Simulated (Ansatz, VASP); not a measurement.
## Zr in VASP and in Ansatz

```
Zr
1.0
     3.09566    0.00000    0.00000
    -1.03189    2.91862    0.00000
     0.00000    0.00000   21.83219
Zr
3
Direct
  0.50000 0.50000 0.18322
  0.00000 0.00000 0.29417
  0.50000 0.50000 0.40455
```

Alike in both runs: task single point; functional PBE; k mesh 9 × 9 × 1; occupations gaussian, width 0.1 eV; no spin polarisation.

```csv
,VASP,Ansatz
version,VASP 6.6.1,Ansatz 0.2.0
potentials or method,"VASP PAW PBE potentials, release 64 (Zr_sv), cutoff 400 eV","scalar-relativistic, plane waves, PAW"
valence electrons in the cell,36,36
```

|  | VASP | Ansatz | Ansatz less VASP |
| --- | --- | --- | --- |
| gap on the k mesh at the Fermi level (eV) | none | none | - |
| rms of the force components (eV/Å) | 0.013 | 0.013 | 0.0000 |

Atom by atom the forces differ by 0.003 eV/Å (rms over components). A gap of «none» marks a metal or a gap that the smearing closes. With one functional, cell and mesh, what is left measures potentials, basis and numerics.
